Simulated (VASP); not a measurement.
# WC (Qusongite) (P-6m2) in VASP: further runs

WC (Qusongite) is run at these levels: PBEsol; tasks: single point.

Everything below comes from runs of VASP 6.6.1. Logs are shortened: lines on timing, memory, paths and dates and some standing lists are left out, and cuts for length are marked.

### 1 The cell of the first run

It takes space group P-6m2 (No. 187, hexagonal). Conventional cell: a = 2.926 Å, b = 2.926 Å, c = 2.855 Å, α = 90.00°, β = 90.00°, γ = 120.00°. W (site symmetry -6m2) has 6 C at 2.21 Å and 2 W at 2.86 Å within 2.9 Å. C (site symmetry -6m2) has 6 W at 2.21 Å and 2 C at 2.86 Å within 2.9 Å.

### 2 Single point, PBEsol

INCAR reads:

```
PREC = Accurate
ENCUT = 520
EDIFF = 1E-7
ISMEAR = 1
SIGMA = 0.1
LREAL = F
LASPH = T
NELM = 80
ALGO = Normal
ISIF = 2
LWAVE = F
LCHARG = F
GGA = PS
NBANDS = 16
```

KPOINTS reads:

```
Automatic mesh
0
Gamma
  11 11 10
```

POSCAR reads:

```
WC
1.0
    2.9257489053      0.0000000000      0.0000000000
   -1.4628744527      2.5337730421      0.0000000000
    0.0000000000      0.0000000000      2.8553859779
W C
1 1
Direct
    0.0000000000      0.0000000000      0.0000000000
    0.6666666667      0.3333333333      0.5000000000
```

Potentials or basis: VASP PAW PBE potentials, release 64 (W_sv, C).

Run with:

```
cat potpaw_PBE.64/W_sv/POTCAR potpaw_PBE.64/C/POTCAR > POTCAR
mpirun -np 1 vasp_std > vasp.out
```

OUTCAR:

```text
PREC = Accurate
   ENCUT = 520
   EDIFF = 1E-7
   ISMEAR = 1
   LREAL = F
   LASPH = T
   NELM = 80
   ISIF = 2
   GGA = PS

 ion  position               nearest neighbor table
   1  0.000  0.000  0.000-   2 2.21   2 2.21   2 2.21   2 2.21   2 2.21   2 2.21
   2  0.667  0.333  0.500-   1 2.21   1 2.21   1 2.21   1 2.21   1 2.21   1 2.21

  LATTYP: Found a hexagonal cell.
 ALAT       =     2.9257489053
 C/A-ratio  =     0.9759504559

  Lattice vectors:

 A1 = (   2.9257489053,   0.0000000000,   0.0000000000)
 A2 = (  -1.4628744527,   2.5337730421,   0.0000000000)
 A3 = (   0.0000000000,   0.0000000000,   2.8553859779)

Analysis of symmetry for initial positions (statically):
=====================================================================
 Subroutine PRICEL returns:
 Original cell was already a primitive cell.

 Routine SETGRP: Setting up the symmetry group for a
 hexagonal supercell.

 Subroutine GETGRP returns: Found 12 space group operations
 (whereof 12 operations were pure point group operations)
 out of a pool of 24 trial point group operations.

The static configuration has the point symmetry D_3h.

Analysis of symmetry for dynamics (positions and initial velocities):
=====================================================================
 Subroutine PRICEL returns:
 Original cell was already a primitive cell.

 Routine SETGRP: Setting up the symmetry group for a
 hexagonal supercell.

 Subroutine GETGRP returns: Found 12 space group operations
 (whereof 12 operations were pure point group operations)
 out of a pool of 24 trial point group operations.

The dynamic configuration has the point symmetry D_3h.

 Subroutine INISYM returns: Found 12 space group operations
 (whereof 12 operations are pure point group operations),
 and found     1 'primitive' translations

----------------------------------------------------------------------------------------

                                     Primitive cell

  volume of cell :      21.1675

  direct lattice vectors                    reciprocal lattice vectors
     2.925748905  0.000000000  0.000000000     0.341792831  0.197334170  0.000000000
    -1.462874453  2.533773042  0.000000000     0.000000000  0.394668340  0.000000000
     0.000000000  0.000000000  2.855385978     0.000000000  0.000000000  0.350215350

  length of vectors
     2.925748905  2.925749048  2.855385978     0.394668359  0.394668340  0.350215350

  position of ions in fractional coordinates (direct lattice)
     0.000000000  0.000000000  0.000000000
     0.666666667  0.333333333  0.500000000

  ion indices of the primitive-cell ions
   primitive index   ion index
                 1           1
                 2           2

----------------------------------------------------------------------------------------

 KPOINTS: Automatic mesh

Automatic generation of k-mesh.
 Grid dimensions read from file:
 generate k-points for:   11   11   10

 Generating k-lattice:

  Cartesian coordinates                     Fractional coordinates (reciprocal lattice)
     0.031072076  0.017939470  0.000000000     0.090909091  0.000000000  0.000000000
     0.000000000  0.035878940  0.000000000     0.000000000  0.090909091  0.000000000
     0.000000000  0.000000000  0.035021535     0.000000000  0.000000000  0.100000000

  Length of vectors
     0.035878942  0.035878940  0.035021535

  Shift w.r.t. Gamma in fractional coordinates (k-lattice)
     0.000000000  0.000000000  0.000000000

 Subroutine IBZKPT returns following result:
 ===========================================

 Found     96 irreducible k-points:

 Following reciprocal coordinates:
            Coordinates               Weight
  0.000000  0.000000  0.000000      1.000000
  0.090909  0.000000  0.000000      6.000000
  0.181818  0.000000  0.000000      6.000000
  0.272727  0.000000  0.000000      6.000000
  0.363636  0.000000  0.000000      6.000000
  0.454545  0.000000  0.000000      6.000000
[... 16 lines left out ...]
  0.090909  0.090909  0.100000     12.000000
  0.181818  0.090909  0.100000     24.000000
 [... further k-points ...]
   k-points           NKPTS =     96   k-points in BZ     NKDIM =     96   number of bands    NBANDS=     16
   number of dos      NEDOS =    301   number of ions     NIONS =      2
   total plane-waves  NPLWV =  13824
   dimension x,y,z NGX =    24 NGY =   24 NGZ =   24
   dimension x,y,z NGXF=    48 NGYF=   48 NGZF=   48
   ions per type =               1   1
   NGX,Y,Z   is equivalent  to a cutoff of  13.64, 13.64, 13.97 a.u.
   NGXF,Y,Z  is equivalent  to a cutoff of  27.27, 27.27, 27.95 a.u.
 SYSTEM =  unknown system
   PREC   = accura    normal or accurate (medium, high low for compatibility)
   ISTART =      0    job   : 0-new  1-cont  2-samecut
   ICHARG =      2    charge: 1-file 2-atom 10-const
   ISPIN  =      1    spin polarized calculation?
   LNONCOLLINEAR =      F non collinear calculations
   LSORBIT =      F    spin-orbit coupling
   LASPH  =      T    aspherical Exc in radial PAW
   ENCUT  =  520.0 eV  38.22 Ry    6.18 a.u.   5.44  5.44  5.31*2*pi/ulx,y,z
   NELM   =     80;   NELMIN=  2; NELMDL= -5     # of ELM steps
   EDIFF  = 0.1E-06   stopping-criterion for ELM
   LREAL  =      F    real-space projection
   EDIFFG = 0.1E-05   stopping-criterion for IOM
   NSW    =      0    number of steps for IOM
   IBRION =     -1    ionic relax: 0-MD 1-quasi-New 2-CG
   NFREE  =      0    steps in history (QN), initial steepest desc. (CG)
   ISIF   =      2    stress and relaxation
   ISYM   =      2    0-nonsym 1-usesym 2-fastsym
   POTIM  = 0.5000    time-step for ionic-motion
   TEBEG  =    0.0;   TEEND  =   0.0 temperature during run
   PSTRESS=    0.0 pullay stress
   NELECT =      18.0000    total number of electrons
   NUPDOWN=      -1.0000    fix difference up-down
   EMIN   =  10.00;   EMAX   =-10.00  energy-range for DOS
   EFERMI =   0.00;   METHOD = LEGACY
   ISMEAR =     1;   SIGMA  =   0.10  broadening in eV -4-tet -1-fermi 0-gaus
   EFERMI_NEDOS =   21; number of points for ismear=-14 and -15
   IALGO  =     38    algorithm
   IMIX   =      4    mixing-type and parameters
     AMIX     =   0.40;   BMIX     =  1.00
     AMIX_MAG =   1.60;   BMIX_MAG =  1.00
  volume/ion in A,a.u.               =      10.58        71.42
  Fermi-wavevector in a.u.,A,eV,Ry     =   1.550990  2.930947 32.729788  2.405572
  Thomas-Fermi vector in A             =   2.655574
   LORBIT       =      0    0 simple, 1 ext, 2 COOP (PROOUT), +10 PAW based schemes
   GGA     = PS    functional components
   LHFCALC =     F    Hartree Fock is set to
   AEXX    =    0.0000 exact exchange contribution
   IVDW    =     0    specifies the selected vdW correction
   LEPSILON=     F    determine dielectric tensor
   LRPA    =     F    only Hartree local field effects (RPA)
 non-spin polarized calculation
 Methfessel and Paxton  Order N= 1 SIGMA  =   0.10
  energy-cutoff  :      520.00
  volume of cell :       21.17
 maximum number of plane-waves:       599
 NGX is ok and might be reduce to    24
   NGX = 11   NGY = 11   NGZ = 11

 number of electron      18.0000000 magnetization

 Free energy of the ion-electron system (eV)
  ---------------------------------------------------
  ext. energy  EPLUGINS =         0.00000000
  ---------------------------------------------------
  free energy    TOTEN  =       -23.88498220 eV

  energy without entropy =      -23.88517917  energy(sigma->0) =      -23.88504786

 E-fermi :  10.7011     XC(G=0): -13.8195

 val. band max:       10.6228445067   @ k =   0.4545   0.0909   0.5000
 cond. band min:      10.7158500191   @ k =   0.4545   0.0000   0.5000
 fundamental gap:      0.0930055124
 Fermi energy:        10.7011023041

 k-point     1 :       0.0000    0.0000    0.0000
  band No.  band energies     occupation
      1     -63.3353      2.00000
      2     -27.3224      2.00000
      3     -27.2228      2.00000
      4     -27.2228      2.00000
      5      -3.6251      2.00000
      6       6.4298      2.00000
[... 8 lines left out ...]
     15      24.7549      0.00000
     16      27.1702      0.00000

 k-point     2 :       0.0909    0.0000    0.0000
  band No.  band energies     occupation
      1     -63.3310      2.00000
      2     -27.3142      2.00000
      3     -27.2864      2.00000
      4     -27.2372      2.00000
      5      -3.4132      2.00000
      6       6.4705      2.00000
[... 8 lines left out ...]
     15      24.3820      0.00000
     16      27.6156      0.00000

 k-point     3 :       0.1818    0.0000    0.0000
  band No.  band energies     occupation
      1     -63.3197      2.00000
      2     -27.4542      2.00000
      3     -27.2922      2.00000
      4     -27.2758      2.00000
      5      -2.8203      2.00000
      6       5.9223      2.00000
[... 8 lines left out ...]
     15      24.1356      0.00000
     16      28.8191      0.00000

 k-point     4 :       0.2727    0.0000    0.0000
  band No.  band energies     occupation
      1     -63.3048      2.00000
      2     -27.6680      2.00000
      3     -27.3259      2.00000
      4     -27.2633      2.00000
      5      -1.9680      2.00000
      6       5.0150      2.00000
[... 8 lines left out ...]
     15      24.7411      0.00000
     16      28.2859      0.00000

 k-point     5 :       0.3636    0.0000    0.0000
  band No.  band energies     occupation
      1     -63.2911      2.00000
      2     -27.8587      2.00000
      3     -27.3715      2.00000
      4     -27.2366      2.00000
      5      -1.0572      2.00000
      6       4.2415      2.00000
[... 8 lines left out ...]
     15      25.0585      0.00000
     16      27.1024      0.00000

 k-point     6 :       0.4545    0.0000    0.0000
  band No.  band energies     occupation
      1     -63.2830      2.00000
      2     -27.9697      2.00000
      3     -27.3984      2.00000
      4     -27.2207      2.00000
      5      -0.4079      2.00000
      6       3.7689      2.00000
[... 8 lines left out ...]
     15      23.4625      0.00000
     16      28.2571      0.00000

 k-point     7 :       0.0909    0.0909    0.0000
  band No.  band energies     occupation
      1     -63.3233      2.00000
      2     -27.3982      2.00000
      3     -27.2991      2.00000
      4     -27.2677      2.00000
      5      -3.0100      2.00000
      6       6.1591      2.00000
[... 8 lines left out ...]
     15      24.1513      0.00000
     16      28.2833      0.00000

 k-point     8 :       0.1818    0.0909    0.0000
  band No.  band energies     occupation
      1     -63.3101      2.00000
      2     -27.5792      2.00000
      3     -27.3217      2.00000
      4     -27.2737      2.00000
      5      -2.2815      2.00000
      6       5.3697      2.00000
[... 8 lines left out ...]
     15      24.3920      0.00000
     16      28.6473      0.00000

 k-point     9 :       0.2727    0.0909    0.0000
  band No.  band energies     occupation
      1     -63.2959      2.00000
      2     -27.7704      2.00000
      3     -27.3804      2.00000
      4     -27.2458      2.00000
      5      -1.3806      2.00000
      6       4.5775      2.00000
[... 8 lines left out ...]
     15      25.3619      0.00000
     16      27.2174      0.00000
[... 172 lines left out ...]
 k-point    19 :       0.1818    0.0000    0.1000
  band No.  band energies     occupation
      1     -63.3162      2.00000
      2     -27.4478      2.00000
      3     -27.3593      2.00000
      4     -27.2695      2.00000
      5      -2.6123      2.00000
      6       6.0226      2.00000
[... 8 lines left out ...]
     15      23.9427      0.00000
     16      28.6281      0.00000

 k-point    20 :       0.2727    0.0000    0.1000
  band No.  band energies     occupation
      1     -63.3013      2.00000
      2     -27.6598      2.00000
      3     -27.3294      2.00000
      4     -27.3193      2.00000
      5      -1.8008      2.00000
      6       5.0838      2.00000
[... 8 lines left out ...]
     15      24.2737      0.00000
     16      27.8898      0.00000

 k-point    21 :       0.3636    0.0000    0.1000
  band No.  band energies     occupation
      1     -63.2876      2.00000
      2     -27.8495      2.00000
      3     -27.3646      2.00000
      4     -27.3014      2.00000
      5      -0.9433      2.00000
      6       4.2480      2.00000
[... 8 lines left out ...]
     15      24.5288      0.00000
     16      27.1067      0.00000

 k-point    22 :       0.4545    0.0000    0.1000
  band No.  band energies     occupation
      1     -63.2795      2.00000
      2     -27.9599      2.00000
      3     -27.3914      2.00000
      4     -27.2846      2.00000
      5      -0.3368      2.00000
      6       3.7214      2.00000
[... 8 lines left out ...]
     15      23.4080      0.00000
     16      28.0735      0.00000

 k-point    23 :       0.0909    0.0909    0.1000
  band No.  band energies     occupation
      1     -63.3197      2.00000
      2     -27.3937      2.00000
      3     -27.3650      2.00000
      4     -27.2614      2.00000
      5      -2.7942      2.00000
      6       6.2683      2.00000
[... 8 lines left out ...]
     15      24.0475      0.00000
     16      28.0039      0.00000

 k-point    24 :       0.1818    0.0909    0.1000
  band No.  band energies     occupation
      1     -63.3066      2.00000
      2     -27.5717      2.00000
      3     -27.3402      2.00000
      4     -27.3151      2.00000
      5      -2.0985      2.00000
      6       5.4983      2.00000
[... 8 lines left out ...]
     15      24.0183      0.00000
     16      28.2151      0.00000

 [... further k-points ...]
[... 5 lines left out ...]
  --------------------------------------------------------------------------------------
  -------------------------------------------------------------------------------------
  Total       -1.2202463     -1.2202465     -1.4345951      0.0000000      0.0000000      0.0000000
  in kB      -92.3609731    -92.3609851   -108.5851288      0.0000000      0.0000000      0.0000000
  external PRESSURE =     -97.7690290 kB  Pullay stress =       0.0000000 kB

 VOLUME and BASIS-vectors are now :
 -----------------------------------------------------------------------------
  energy-cutoff  :      520.00
  volume of cell :       21.17
      direct lattice vectors                 reciprocal lattice vectors
     2.925748905  0.000000000  0.000000000     0.341792831  0.197334170  0.000000000
    -1.462874453  2.533773042  0.000000000     0.000000000  0.394668340  0.000000000
     0.000000000  0.000000000  2.855385978     0.000000000  0.000000000  0.350215350

 POSITION                                       TOTAL-FORCE (eV/Angst)
 -----------------------------------------------------------------------------------
      0.00000      0.00000      0.00000        -0.000000      0.000000      0.000000
      1.46287      0.84459      1.42769         0.000000     -0.000000      0.000000
 -----------------------------------------------------------------------------------
    total drift:                                0.000000      0.000001      0.000000

  FREE ENERGIE OF THE ION-ELECTRON SYSTEM (eV)
  ---------------------------------------------------
  free  energy   TOTEN  =       -23.8849821980 eV

  energy  without entropy=      -23.8851791703  energy(sigma->0) =      -23.88504786
```

It took 13 s on 1 thread of Intel Xeon Platinum 8559C (Emerald Rapids), shared host; peak memory 0.16 GiB.

What came out:

| Item | Value |
| --- | --- |
| Free energy | -23.8850 eV |
| Pressure | -9.8 GPa |
| Band gap on the k mesh | zero (band 9 reaches 11.31 eV, above the bottom of band 10 at 10.08 eV) |

Stress tensor (GPa, compression positive):
```
 -9.24   0.00   0.00
  0.00  -9.24   0.00
  0.00   0.00 -10.86
```

Levels at points of the mesh, in eV from the Fermi level:
```
           k point  band 5  band 6  band 7  band 8  band 9  band 10  band 11  band 12  band 13  band 14
(0.00, 0.00, 0.00)  -14.33   -4.27   -3.30   -3.30    0.06     3.08     3.08     5.49     5.49     6.23
(0.00, 0.00, 0.50)  -10.37   -8.60   -2.01   -2.01   -0.63    -0.63     3.55     4.42     4.42     9.78
```

Caveat: the PAW data sets were made with another functional, which shifts forces and pressure a little; spin-orbit coupling is left out, which moves the levels of the heavy elements.

### 3 Single point, PBEsol

This run uses another cell than the first one, of 10.79 Å³/atom, 1.020 times its volume.

INCAR reads:

```
PREC = Accurate
ENCUT = 520
EDIFF = 1E-7
ISMEAR = 1
SIGMA = 0.1
LREAL = F
LASPH = T
NELM = 60
ALGO = Normal
ISIF = 2
LWAVE = F
LCHARG = T
GGA = PS
LELF = T
LVHAR = T
NBANDS = 16
```

KPOINTS reads:

```
regular mesh
0
Gamma
  11 11 10
```

POSCAR reads:

```
WC
1.0
    2.9447478072      0.0000000000      0.0000000000
   -1.4723739036      2.5502265748      0.0000000000
    0.0000000000      0.0000000000      2.8739279649
W C
1 1
Direct
    0.0000000000      0.0000000000      0.0000000000
    0.6666666667      0.3333333333      0.5000000000
```

Potentials or basis: VASP PAW PBE potentials, release 64 (W_sv, C).

Run with:

```
cat potpaw_PBE.64/W_sv/POTCAR potpaw_PBE.64/C/POTCAR > POTCAR
mpirun -np 1 vasp_std > vasp.out
```

Run time: 14 s. Hardware: 1 thread of Intel Xeon Platinum 8559C (Emerald Rapids), shared host; peak memory 0.16 GiB.

It converged, with:

```yaml
Free_energy: -23.8508 eV
Pressure: -16.6 GPa
Band_gap_on_the_k_mesh: zero (band 9 reaches 11.03 eV, above the bottom of band 10 at 9.83 eV)
```

Stress tensor (GPa, compression positive):
```
-15.74   0.00   0.00
  0.00 -15.74   0.00
  0.00   0.00 -18.45
```

Levels at points of the mesh, in eV from the Fermi level:
```csv
k point,band 7,band 8,band 9,band 10,band 11,band 12
"(0.00, 0.00, 0.00)",-3.21,-3.21,0.07,3.00,3.00,5.40
"(0.00, 0.00, 0.50)",-1.95,-1.95,-0.59,-0.59,3.48,4.38
```

Caveat: the PAW data sets were made with another functional, which shifts forces and pressure a little; spin-orbit coupling is left out, which moves the levels of the heavy elements.

### 4 Single point, PBEsol

This run uses another cell than the first one, of 11.00 Å³/atom, 1.039 times its volume.

INCAR reads:

```
PREC     = Accurate       # precision mode
ENCUT    = 520            # plane-wave cutoff, eV
EDIFF    = 1E-7           # SCF threshold, eV
ISMEAR   = 1              # smearing method
SIGMA    = 0.1            # smearing width, eV
LREAL    = F              # projectors in reciprocal space
LASPH    = T              # aspherical terms in the spheres
NELM     = 80             # most SCF steps
ALGO     = Normal         # electronic algorithm
ISIF     = 2              # what is computed and relaxed
LWAVE    = F              # write WAVECAR
LCHARG   = F              # write CHGCAR
GGA      = PS             # functional
NBANDS   = 16             # bands
```

KPOINTS is that of step 3.

POSCAR reads:

```
WC
1.0
    2.9635046684      0.0000000000      0.0000000000
   -1.4817523342      2.5664704942      0.0000000000
    0.0000000000      0.0000000000      2.8922337321
W C
1 1
Direct
    0.0000000000      0.0000000000      0.0000000000
    0.6666666667      0.3333333333      0.5000000000
```

Run with:

```
cat potpaw_PBE.64/W_sv/POTCAR potpaw_PBE.64/C/POTCAR > POTCAR
mpirun -np 1 vasp_std > vasp.out
```

It took 13 s on 1 thread of Intel Xeon Platinum 8559C (Emerald Rapids), shared host; peak memory 0.16 GiB.

It converged, with:

| Quantity | Value |
| --- | --- |
| Free energy | -23.7998 eV |
| Pressure | -22.8 GPa |
| Band gap on the k mesh | zero (band 9 reaches 10.77 eV, above the bottom of band 10 at 9.58 eV) |

Stress tensor (GPa, compression positive):
```
-21.58   0.00   0.00
  0.00 -21.58   0.00
  0.00   0.00 -25.31
```

Levels at points of the mesh, in eV from the Fermi level:
```
           k point  band 7  band 8  band 9  band 10  band 11  band 12
(0.00, 0.00, 0.00)   -3.12   -3.12    0.09     2.93     2.93     5.31
(0.00, 0.00, 0.50)   -1.88   -1.88   -0.56    -0.56     3.42     4.35
```

Caveat: the PAW data sets were made with another functional, which shifts forces and pressure a little; spin-orbit coupling is left out, which moves the levels of the heavy elements.

### 5 Summary

```tsv
cell	gap on the mesh (eV)	pressure (GPa)
a = 2.926, b = 2.926, c = 2.855 Å, angles 90.0, 90.0, 120.0°, 2 atoms	none	-9.8
a = 2.945, b = 2.945, c = 2.874 Å, angles 90.0, 90.0, 120.0°, 2 atoms	none	-16.6
a = 2.964, b = 2.964, c = 2.892 Å, angles 90.0, 90.0, 120.0°, 2 atoms	none	-22.8
```

Alike in all rows: task single point; level PBEsol; potentials or basis VASP PAW PBE potentials, release 64 (W_sv, C); no spin polarisation; k mesh 11 × 11 × 10; cutoff (eV) 520; smearing methfessel-paxton 0.1 eV.

Caveats: the PAW data sets were made with another functional, which shifts forces and pressure a little; spin-orbit coupling is left out, which moves the levels of the heavy elements.

Total energies depend on the potentials used, so only differences within one code and one set of settings carry meaning.
